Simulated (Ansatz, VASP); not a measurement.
## One calculation of CdTeF6, two programs

File POSCAR:

```
CdTeF6
1.0
    0.0000000000      4.3463037541      4.3463037541
    4.3463037541      0.0000000000      4.3463037541
    4.3463037541      4.3463037541      0.0000000000
Cd Te F
1 1 6
Direct
    0.0000000000      0.0000000000      0.0000000000
    0.5000000000      0.5000000000      0.5000000000
    0.7402890084      0.2597109916      0.2597109916
    0.2597109916      0.7402890084      0.7402890084
    0.2597109916      0.7402890084      0.2597109916
    0.7402890084      0.2597109916      0.7402890084
    0.2597109916      0.2597109916      0.7402890084
    0.7402890084      0.7402890084      0.2597109916
```

The input INCAR.step1:

```
SYSTEM = CdTeF6
ALGO     = Normal         ! electronic algorithm
EDIFF    = 1E-4           ! SCF threshold, eV
ENCUT    = 520            ! plane-wave cutoff, eV
GGA      = PE             ! functional
ISMEAR   = 0              ! smearing method
LASPH    = .True.         ! aspherical terms in the spheres
LCHARG   = .False.        ! write CHGCAR
LREAL    = .False.        ! projectors in reciprocal space
LWAVE    = .True.         ! write WAVECAR
NBANDS   = 40             ! bands
NELM     = 60             ! most SCF steps
PREC     = Accurate       ! precision mode
SIGMA    = 0.02           ! smearing width, eV
```

File INCAR.step2:

```
SYSTEM = CdTeF6
ALGO     = Normal         ! electronic algorithm
EDIFF    = 1E-6           ! SCF threshold, eV
ENCUT    = 520            ! plane-wave cutoff, eV
ISIF     = 2              ! what is computed and relaxed
ISMEAR   = 0              ! smearing method
ISTART   = 1            
LASPH    = .True.         ! aspherical terms in the spheres
LCHARG   = .True.         ! write CHGCAR
LELF     = .True.         ! ELF
LMIXTAU  = .True.       
LREAL    = .False.        ! projectors in reciprocal space
LVHAR    = .True.       
LWAVE    = .False.        ! write WAVECAR
METAGGA  = R2SCAN         ! meta-GGA
NBANDS   = 40             ! bands
NELM     = 60             ! most SCF steps
PREC     = Accurate       ! precision mode
SIGMA    = 0.02           ! smearing width, eV
```

The input KPOINTS:

```
k-points
0
Gamma
  6 6 6
  0 0 0
```

Input for Ansatz:

```yaml
crystal:
  lattice:
    - [0.0, 4.3463037541, 4.3463037541]
    - [4.3463037541, 0.0, 4.3463037541]
    - [4.3463037541, 4.3463037541, 0.0]
  atoms:
    - { symbol: Cd, position: [0.0, 0.0, 0.0] }
    - { symbol: Te, position: [0.5, 0.5, 0.5] }
    - { symbol: F, position: [0.7402890084, 0.2597109916, 0.2597109916] }
    - { symbol: F, position: [0.2597109916, 0.7402890084, 0.7402890084] }
    - { symbol: F, position: [0.2597109916, 0.7402890084, 0.2597109916] }
    - { symbol: F, position: [0.7402890084, 0.2597109916, 0.7402890084] }
    - { symbol: F, position: [0.2597109916, 0.2597109916, 0.7402890084] }
    - { symbol: F, position: [0.7402890084, 0.7402890084, 0.2597109916] }
basis:
  ecutwfc: 500
kpoints:
  mp_grid: { grid: [6, 6, 6] }
  band_path:
    path:
      - [[0.0, 0.0, 0.0], [0.5, 0.0, 0.5], [0.625, 0.25, 0.625]]
      - [[0.375, 0.375, 0.75], [0.0, 0.0, 0.0], [0.5, 0.5, 0.5], [0.5, 0.25, 0.75], [0.5, 0.0, 0.5]]
    npoints: 14
hamiltonian:
  xc: r2scan
scf:
  occupations: { method: gaussian, width: 0.02 }
  n_extra_bands: 20
output:
  forces: true
  stress: true
  eigenvalues: true
  populations: true
  dos: { projected: true, de: 0.02, nscf_kmesh: { grid: [9, 9, 9] } }
  bader: true
  write_density: true
  write_potential: true
  elf: true
  volumetric_format: npy
```

Alike in both runs: task single point; functional r2SCAN; k mesh 6 × 6 × 6; occupations gaussian, width 0.02 eV; no spin polarisation.

|  | VASP | Ansatz |
| --- | --- | --- |
| version | VASP 6.6.1 | Ansatz 0.2.0 |
| potentials or method | VASP PAW PBE potentials, release 64 (Cd, Te, F), cutoff 520 eV | scalar-relativistic, plane waves, PAW |
| valence electrons in the cell | 60 | 78 |

|  | VASP | Ansatz | Ansatz less VASP |
| --- | --- | --- | --- |
| gap on the k mesh at the Fermi level (eV) | 3.16 | 3.16 | +0.002 |
| least direct gap on the mesh (eV) | 3.87 | 3.86 | -0.007 |
| pressure (GPa) | -2.6 | -2.4 | +0.20 |
| rms of the force components (eV/Å) | 0.092 | 0.041 | -0.0517 |

VASP's potentials were made for PBE, not for r2SCAN. Atom by atom the forces differ by 0.052 eV/Å (rms over components). With one functional, cell and mesh, what is left measures potentials, basis and numerics. VASP's potentials hold 60 valence electrons a cell and Ansatz's 78, so a difference there can come from the potentials and not from the codes. Ansatz's warnings: xc potential rough in thin density.

Spin-orbit coupling is off throughout.
